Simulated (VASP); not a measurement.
# Ir (Fm-3m) in VASP: further runs

The runs below take Ir through single point, with LDA, PBEsol.

All numbers are computed with VASP 6.6.1; they aren't measurements. Logs are shortened: lines on timing, memory, paths and dates and some standing lists are left out, and cuts for length are marked.

### Step 1. The cell of the first run

Symmetry: Fm-3m, No. 225, cubic system. Conventional cell: a = 3.779 Å, b = 3.779 Å, c = 3.779 Å, α = 90.00°, β = 90.00°, γ = 90.00°. Within 3.5 Å of Ir (site symmetry m-3m) lie 12 Ir at 2.67 Å.

### Step 2. Single point, LDA (volume scaled by 0.96)

File INCAR:

```
SYSTEM = Ir
PREC = Accurate
ENCUT = 520
EDIFF = 1E-6
ISMEAR = -1
SIGMA = 0.05
LREAL = .FALSE.
LASPH = .TRUE.
NELM = 100
ALGO = Fast
ISIF = 2
LWAVE = .FALSE.
LCHARG = .FALSE.
GGA = CA
NBANDS = 10
```

File KPOINTS:

```
Automatic mesh
0
G
  12 12 12
  0 0 0
```

File POSCAR:

```
Ir
1.0
    0.0000000000      1.8897103398      1.8897103398
    1.8897103398      0.0000000000      1.8897103398
    1.8897103398      1.8897103398      0.0000000000
Ir
1
Direct
    0.0000000000      0.0000000000      0.0000000000
```

Potentials or basis: VASP PAW LDA potentials, release 64 (Ir).

On the command line:

```
cat potpaw_LDA.64/Ir/POTCAR > POTCAR
mpirun -np 1 vasp_std > vasp.out
```

OUTCAR:

```text
SYSTEM = Ir
   PREC = Accurate
   ENCUT = 520
   EDIFF = 1E-6
   ISMEAR = -1
   LREAL = .FALSE.
   LASPH = .TRUE.
   NELM = 100
   ISIF = 2
   GGA = CA

 ion  position               nearest neighbor table
   1  0.000  0.000  0.000-

  LATTYP: Found a face centered cubic cell.
 ALAT       =     3.7794206796

  Lattice vectors:

 A1 = (   0.0000000000,   1.8897103398,   1.8897103398)
 A2 = (   1.8897103398,   0.0000000000,   1.8897103398)
 A3 = (   1.8897103398,   1.8897103398,   0.0000000000)

Analysis of symmetry for initial positions (statically):
[... 5 lines left out ...]
 face centered cubic supercell.

 Subroutine GETGRP returns: Found 48 space group operations
 (whereof 48 operations were pure point group operations)
 out of a pool of 48 trial point group operations.

The static configuration has the point symmetry O_h .

Analysis of symmetry for dynamics (positions and initial velocities):
[... 5 lines left out ...]
 face centered cubic supercell.

 Subroutine GETGRP returns: Found 48 space group operations
 (whereof 48 operations were pure point group operations)
 out of a pool of 48 trial point group operations.

The dynamic configuration has the point symmetry O_h .

 Subroutine INISYM returns: Found 48 space group operations
 (whereof 48 operations are pure point group operations),
 and found     1 'primitive' translations

----------------------------------------------------------------------------------------

                                     Primitive cell

  volume of cell :      13.4963

  direct lattice vectors                    reciprocal lattice vectors
     0.000000000  1.889710340  1.889710340    -0.264590816  0.264590816  0.264590816
     1.889710340  0.000000000  1.889710340     0.264590816 -0.264590816  0.264590816
     1.889710340  1.889710340  0.000000000     0.264590816  0.264590816 -0.264590816

  length of vectors
     2.672453992  2.672453992  2.672453992     0.458284736  0.458284736  0.458284736

  position of ions in fractional coordinates (direct lattice)
     0.000000000  0.000000000  0.000000000

  ion indices of the primitive-cell ions
   primitive index   ion index
                 1           1

----------------------------------------------------------------------------------------

 KPOINTS: Automatic mesh

Automatic generation of k-mesh.
 Grid dimensions read from file:
 generate k-points for:   12   12   12

 Generating k-lattice:

  Cartesian coordinates                     Fractional coordinates (reciprocal lattice)
    -0.022049235  0.022049235  0.022049235     0.083333333  0.000000000  0.000000000
     0.022049235 -0.022049235  0.022049235     0.000000000  0.083333333  0.000000000
     0.022049235  0.022049235 -0.022049235     0.000000000  0.000000000  0.083333333

  Length of vectors
     0.038190395  0.038190395  0.038190395

  Shift w.r.t. Gamma in fractional coordinates (k-lattice)
     0.000000000  0.000000000  0.000000000

 Subroutine IBZKPT returns following result:
 ===========================================

 Found     72 irreducible k-points:

 Following reciprocal coordinates:
            Coordinates               Weight
  0.000000  0.000000  0.000000      1.000000
  0.083333  0.000000  0.000000      8.000000
  0.166667  0.000000  0.000000      8.000000
  0.250000  0.000000  0.000000      8.000000
  0.333333  0.000000  0.000000      8.000000
  0.416667  0.000000  0.000000      8.000000
[... 16 lines left out ...]
  0.500000  0.166667  0.000000     24.000000
 -0.416667  0.166667  0.000000     24.000000
 [... further k-points ...]
   k-points           NKPTS =     72   k-points in BZ     NKDIM =     72   number of bands    NBANDS=     10
   number of dos      NEDOS =    301   number of ions     NIONS =      1
   total plane-waves  NPLWV =   8000
   dimension x,y,z NGX =    20 NGY =   20 NGZ =   20
   dimension x,y,z NGXF=    40 NGYF=   40 NGZF=   40
   ions per type =               1
   NGX,Y,Z   is equivalent  to a cutoff of  12.44, 12.44, 12.44 a.u.
   NGXF,Y,Z  is equivalent  to a cutoff of  24.88, 24.88, 24.88 a.u.
 SYSTEM =  Ir
   PREC   = accura    normal or accurate (medium, high low for compatibility)
   ISTART =      0    job   : 0-new  1-cont  2-samecut
   ICHARG =      2    charge: 1-file 2-atom 10-const
   ISPIN  =      1    spin polarized calculation?
   LNONCOLLINEAR =      F non collinear calculations
   LSORBIT =      F    spin-orbit coupling
   LASPH  =      T    aspherical Exc in radial PAW
   ENCUT  =  520.0 eV  38.22 Ry    6.18 a.u.   4.97  4.97  4.97*2*pi/ulx,y,z
   NELM   =    100;   NELMIN=  2; NELMDL= -5     # of ELM steps
   EDIFF  = 0.1E-05   stopping-criterion for ELM
   LREAL  =      F    real-space projection
   EDIFFG = 0.1E-04   stopping-criterion for IOM
   NSW    =      0    number of steps for IOM
   IBRION =     -1    ionic relax: 0-MD 1-quasi-New 2-CG
   NFREE  =      0    steps in history (QN), initial steepest desc. (CG)
   ISIF   =      2    stress and relaxation
   ISYM   =      2    0-nonsym 1-usesym 2-fastsym
   POTIM  = 0.5000    time-step for ionic-motion
   TEBEG  =    0.0;   TEEND  =   0.0 temperature during run
   PSTRESS=    0.0 pullay stress
   NELECT =       9.0000    total number of electrons
   NUPDOWN=      -1.0000    fix difference up-down
   EMIN   =  10.00;   EMAX   =-10.00  energy-range for DOS
   EFERMI =   0.00;   METHOD = LEGACY
   ISMEAR =    -1;   SIGMA  =   0.05  broadening in eV -4-tet -1-fermi 0-gaus
   EFERMI_NEDOS =   21; number of points for ismear=-14 and -15
   IALGO  =     68    algorithm
   IMIX   =      4    mixing-type and parameters
     AMIX     =   0.40;   BMIX     =  1.00
     AMIX_MAG =   1.60;   BMIX_MAG =  1.00
  volume/ion in A,a.u.               =      13.50        91.08
  Fermi-wavevector in a.u.,A,eV,Ry     =   1.430267  2.702813 27.832941  2.045663
  Thomas-Fermi vector in A             =   2.550131
   LORBIT       =      0    0 simple, 1 ext, 2 COOP (PROOUT), +10 PAW based schemes
   GGA     = CA    functional components
   LHFCALC =     F    Hartree Fock is set to
   AEXX    =    0.0000 exact exchange contribution
   IVDW    =     0    specifies the selected vdW correction
   LEPSILON=     F    determine dielectric tensor
   LRPA    =     F    only Hartree local field effects (RPA)
 non-spin polarized calculation
 RMM-DIIS sequential band-by-band and
  energy-cutoff  :      520.00
  volume of cell :       13.50
 maximum number of plane-waves:       380
   NGX =  9   NGY =  9   NGZ =  9

 number of electron       9.0000001 magnetization

 Free energy of the ion-electron system (eV)
  ---------------------------------------------------
  ext. energy  EPLUGINS =         0.00000000
  ---------------------------------------------------
  free energy    TOTEN  =       -10.33010045 eV

  energy without entropy =      -10.32579270  energy(sigma->0) =      -10.32794658

 E-fermi :  11.2023     XC(G=0): -14.4132

 val. band max:       11.1722813860   @ k =   0.3333   0.0833   0.0000
 cond. band min:      11.2023798229   @ k =  -0.2500   0.0833   0.0000
 fundamental gap:      0.0300984369
 Fermi energy:        11.2022846827

 k-point     1 :       0.0000    0.0000    0.0000
  band No.  band energies     occupation
      1      -0.4579      2.00000
      2       6.9511      2.00000
      3       6.9511      2.00000
      4       6.9511      2.00000
      5       9.8837      2.00000
      6       9.8837      2.00000
      7      25.3997      0.00000
      8      31.2206      0.00000
      9      31.2206      0.00000
     10      31.2206      0.00000

 k-point     2 :       0.0833    0.0000    0.0000
  band No.  band energies     occupation
      1      -0.1352      2.00000
      2       6.7802      2.00000
      3       7.0905      2.00000
      4       7.0905      2.00000
      5       9.7936      2.00000
      6       9.7936      2.00000
      7      25.9645      0.00000
      8      29.7709      0.00000
      9      31.7655      0.00000
     10      31.7655      0.00000

 k-point     3 :       0.1667    0.0000    0.0000
  band No.  band energies     occupation
      1       0.7438      2.00000
      2       6.4424      2.00000
      3       7.3748      2.00000
      4       7.3748      2.00000
      5       9.7036      2.00000
      6       9.7036      2.00000
      7      27.0761      0.00000
      8      27.7290      0.00000
      9      33.2916      0.00000
     10      33.2916      0.00000

 k-point     4 :       0.2500    0.0000    0.0000
  band No.  band energies     occupation
      1       1.8232      2.00000
      2       6.4394      2.00000
      3       7.4307      2.00000
      4       7.4307      2.00000
      5      10.0615      2.00000
      6      10.0615      2.00000
      7      25.1287      0.00000
      8      28.2499      0.00000
      9      35.4084      0.00000
     10      35.4671      0.00000

 k-point     5 :       0.3333    0.0000    0.0000
  band No.  band energies     occupation
      1       2.4538      2.00000
      2       7.1921      2.00000
      3       7.1921      2.00000
      4       7.4445      2.00000
      5      10.9131      1.99387
      6      10.9131      1.99387
      7      22.8045      0.00000
      8      26.8559      0.00000
      9      34.3451      0.00000
     10      34.3451      0.00000

 k-point     6 :       0.4167    0.0000    0.0000
  band No.  band energies     occupation
      1       2.5510      2.00000
      2       6.9428      2.00000
      3       6.9428      2.00000
      4       9.2536      2.00000
      5      11.7749      0.00002
      6      11.7749      0.00002
      7      20.2752      0.00000
      8      25.4179      0.00000
      9      32.1410      0.00000
     10      32.1410      0.00000

 k-point     7 :       0.5000    0.0000    0.0000
  band No.  band energies     occupation
      1       2.5319      2.00000
      2       6.8454      2.00000
      3       6.8454      2.00000
      4      10.3296      2.00000
      5      12.1417      0.00000
      6      12.1417      0.00000
      7      18.9255      0.00000
      8      24.9494      0.00000
      9      31.3108      0.00000
     10      31.3108      0.00000

 k-point     8 :       0.0833    0.0833    0.0000
  band No.  band energies     occupation
      1      -0.0263      2.00000
      2       6.6166      2.00000
      3       7.2013      2.00000
      4       7.2013      2.00000
      5       9.4919      2.00000
      6      10.0146      2.00000
      7      26.1649      0.00000
      8      30.2036      0.00000
      9      31.4163      0.00000
     10      31.4163      0.00000

 k-point     9 :       0.1667    0.0833    0.0000
  band No.  band energies     occupation
      1       0.6771      2.00000
      2       6.2531      2.00000
      3       7.4899      2.00000
      4       7.5138      2.00000
      5       9.1585      2.00000
      6      10.1206      2.00000
      7      27.3115      0.00000
      8      28.4851      0.00000
      9      32.0201      0.00000
     10      32.6677      0.00000
[... 118 lines left out ...]
 k-point    19 :       0.1667    0.1667    0.0000
  band No.  band energies     occupation
      1       1.1634      2.00000
      2       5.7949      2.00000
      3       7.9380      2.00000
      4       7.9380      2.00000
      5       8.5606      2.00000
      6      10.3840      2.00000
      7      28.2310      0.00000
      8      29.3527      0.00000
      9      31.4682      0.00000
     10      31.4682      0.00000

 k-point    20 :       0.2500    0.1667    0.0000
  band No.  band energies     occupation
      1       2.0693      2.00000
      2       5.3831      2.00000
      3       7.6854      2.00000
      4       8.3371      2.00000
      5       9.0176      2.00000
      6      10.7105      1.99989
      7      27.8958      0.00000
      8      29.5626      0.00000
      9      31.2700      0.00000
     10      31.8884      0.00000

 k-point    21 :       0.3333    0.1667    0.0000
  band No.  band energies     occupation
      1       3.0120      2.00000
      2       5.3671      2.00000
      3       7.0285      2.00000
      4       8.3597      2.00000
      5      10.4575      2.00000
      6      11.3661      0.07279
      7      25.3190      0.00000
      8      29.0150      0.00000
      9      30.7572      0.00000
     10      32.5158      0.00000

 k-point    22 :       0.4167    0.1667    0.0000
  band No.  band energies     occupation
      1       3.3978      2.00000
      2       6.0030      2.00000
      3       6.7391      2.00000
      4       8.1126      2.00000
      5      12.0556      0.00000
      6      12.3973      0.00000
      7      22.0762      0.00000
      8      27.5903      0.00000
      9      29.9940      0.00000
     10      32.2742      0.00000

 k-point    23 :       0.5000    0.1667    0.0000
  band No.  band energies     occupation
      1       3.4540      2.00000
      2       6.0099      2.00000
      3       7.6107      2.00000
      4       7.8553      2.00000
      5      12.2289      0.00000
      6      14.5343      0.00000
      7      19.1418      0.00000
      8      26.8242      0.00000
      9      29.9551      0.00000
     10      30.5837      0.00000

 k-point    24 :      -0.4167    0.1667    0.0000
  band No.  band energies     occupation
      1       3.5297      2.00000
      2       6.0323      2.00000
      3       7.7339      2.00000
      4       7.9773      2.00000
      5      11.6487      0.00027
      6      15.1593      0.00000
      7      18.8463      0.00000
      8      26.6942      0.00000
      9      29.1463      0.00000
     10      31.2449      0.00000

 [... further k-points ...]
[... 5 lines left out ...]
  --------------------------------------------------------------------------------------
  -------------------------------------------------------------------------------------
  Total        1.1151968      1.1151968      1.1151968      0.0000000      0.0000000      0.0000000
  in kB      132.3873138    132.3873138    132.3873138      0.0000000      0.0000000      0.0000000
  external PRESSURE =     132.3873138 kB  Pullay stress =       0.0000000 kB

 VOLUME and BASIS-vectors are now :
 -----------------------------------------------------------------------------
  energy-cutoff  :      520.00
  volume of cell :       13.50
      direct lattice vectors                 reciprocal lattice vectors
     0.000000000  1.889710340  1.889710340    -0.264590816  0.264590816  0.264590816
     1.889710340  0.000000000  1.889710340     0.264590816 -0.264590816  0.264590816
     1.889710340  1.889710340  0.000000000     0.264590816  0.264590816 -0.264590816

 POSITION                                       TOTAL-FORCE (eV/Angst)
 -----------------------------------------------------------------------------------
      0.00000      0.00000      0.00000        -0.000000      0.000000      0.000000
 -----------------------------------------------------------------------------------
    total drift:                                0.000000      0.000000      0.000000

  FREE ENERGIE OF THE ION-ELECTRON SYSTEM (eV)
  ---------------------------------------------------
  free  energy   TOTEN  =       -10.3301004550 eV

  energy  without entropy=      -10.3257927014  energy(sigma->0) =      -10.32794658
```

Wall time 8.7 s (1 thread of Intel Xeon Platinum 8488C (Sapphire Rapids), shared host); peak memory 0.12 GiB.

Results:

```
Free energy : -10.3301 eV
Pressure    : 13.2 GPa
```

Caveat: spin-orbit coupling is left out, which moves the levels of the heavy elements.

[end of part 1 of 2]
